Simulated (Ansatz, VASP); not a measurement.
## HfO2 in VASP and in Ansatz

The input POSCAR:

```
HfO2
1.0
   -0.0299708105      2.5291823181      2.5291823181
    2.5291823181     -0.0299708105      2.5291823181
    2.4992115076      2.4992115076      0.0000000000
Hf O
1 2
Direct
    0.0000000000      0.0000000000      0.0000000000
    0.2516920748      0.2516920748      0.2483079252
    0.7483079252      0.7483079252      0.7516920748
```

Contents of INCAR.step1:

```
ALGO = Normal
EDIFF = 1E-4
ENCUT = 520
GGA = PE
ISMEAR = 0
LASPH = T
LCHARG = F
LREAL = F
LWAVE = T
NBANDS = 18
NELM = 80
PREC = Accurate
SIGMA = 0.01
```

Contents of INCAR.step2:

```
ALGO = Normal
EDIFF = 1E-6
ENCUT = 520
ISIF = 2
ISMEAR = 0
ISTART = 1
LASPH = T
LCHARG = F
LMIXTAU = T
LREAL = F
LWAVE = F
METAGGA = R2SCAN
NBANDS = 18
NELM = 80
PREC = Accurate
SIGMA = 0.01
```

Contents of KPOINTS:

```
k-points
0
Gamma
  8 8 8
```

Input for Ansatz:

```yaml
crystal:
  lattice:
    - [-0.0299708105, 2.5291823181, 2.5291823181]
    - [2.5291823181, -0.0299708105, 2.5291823181]
    - [2.4992115076, 2.4992115076, 0.0]
  atoms:
    - { symbol: Hf, position: [0.0, 0.0, 0.0] }
    - { symbol: O, position: [0.2516920748, 0.2516920748, 0.2483079252] }
    - { symbol: O, position: [0.7483079252, 0.7483079252, 0.7516920748] }
kpoints:
  mp_grid: { grid: [8, 8, 8] }
  band_path:
    path:
      - [0.0, 0.0, 0.0]
      - [0.5, 0.0, 0.5]
      - [0.625, 0.25, 0.625]
      - [0.375, 0.375, 0.75]
      - [0.5, 0.5, 0.5]
      - [0.5, 0.25, 0.75]
      - [0.5, 0.5, 0.0]
    npoints: 1
hamiltonian:
  xc: r2scan
scf:
  occupations: { method: fixed }
  n_extra_bands: 4
output:
  forces: true
  stress: true
  eigenvalues: true
  write_density: true
  write_potential: true
  elf: true
  volumetric_format: npy
```

Change from the starting cell: shear_xy strain -2.4%.

Alike in both runs: task single point; functional r2SCAN; k mesh 8 × 8 × 8; no spin polarisation.

|  | VASP | Ansatz |
| --- | --- | --- |
| version | VASP 6.6.1 | Ansatz 0.2.0 |
| potentials or method | VASP PAW PBE potentials, release 64 (Hf_pv, O) | plane waves, PAW |
| plane-wave cutoff (eV) | 520 | 500 |
| occupations | gaussian, width 0.01 eV | fixed |
| valence electrons in the cell | 22 | 38 |

VASP gave:

| Item | Value |
| --- | --- |
| gap on the k mesh at the Fermi level (eV) | 4.32 |
| pressure (GPa) | -3.9 |
| traceless stress, the component that is largest in VASP (GPa) | 1.67 |
| rms of the force components (eV/Å) | 0.007 |

**Question.** Which values does Ansatz return?

**Answer.** gap on the k mesh at the Fermi level (eV): 4.30; pressure (GPa): 0.1; traceless stress, the component that is largest in VASP (GPa): 1.76; rms of the force components (eV/Å): 0.000.

VASP's potentials were made for PBE, not for r2SCAN. Atom by atom the forces differ by 0.007 eV/Å (rms over components). VASP's potentials hold 22 valence electrons a cell and Ansatz's 38, so a difference there can come from the potentials and not from the codes.

Neither program's run includes spin-orbit coupling.
